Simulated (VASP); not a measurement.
Here is a VASP 6.6.1 calculation.

INCAR

```
SYSTEM = MgS
PREC     = Accurate       ! precision mode
ENCUT    = 520            ! plane-wave cutoff, eV
EDIFF    = 1E-6           ! SCF threshold, eV
ISMEAR   = 0              ! smearing method
SIGMA    = 0.05           ! smearing width, eV
LREAL    = .False.        ! projectors in reciprocal space
LASPH    = .True.         ! aspherical terms in the spheres
NELM     = 80             ! most SCF steps
ALGO     = Normal         ! electronic algorithm
ISIF     = 2              ! what is computed and relaxed
LWAVE    = .False.        ! write WAVECAR
LCHARG   = .False.        ! write CHGCAR
NBANDS   = 11             ! bands
```

File KPOINTS:

```
regular mesh
0
Gamma
  8 8 8
  0 0 0
```

File POSCAR:

```
MgS
1.0
    0.0000000000      2.6016500000      2.6016500000
    2.6016500000      0.0000000000      2.6016500000
    2.6016500000      2.6016500000      0.0000000000
Mg S
1 1
Direct
    0.0000000000      0.0000000000      0.0000000000
    0.4903907136      0.4903907136      0.5096092864
```

Potentials or basis: VASP PAW LDA potentials, release 64 (Mg, S).

Run with:

```console
$ cat potpaw_LDA.64/Mg/POTCAR potpaw_LDA.64/S/POTCAR > POTCAR
$ mpirun -np 1 vasp_std > vasp.out
```

**Question.** What does it give for the band gap on the k mesh?

**Answer.** 2.56 eV, indirect (least direct gap 3.49 eV).

**Question.** Estimate the largest force.

**Answer.** 0.127 eV/Å.

**Question.** Estimate the pressure.

**Answer.** -3.8 GPa.

Stress tensor (GPa, compression positive):
```
-3.87  0.00  0.00
 0.00 -3.87  0.00
 0.00  0.00 -3.57
```

Caveat: the cell differs from its parent crystal (all S atoms moved +0.050 Å, as atom 2 towards its neighbour atom 1 (Mg) at 2.602 Å). A k mesh can miss the band edges.
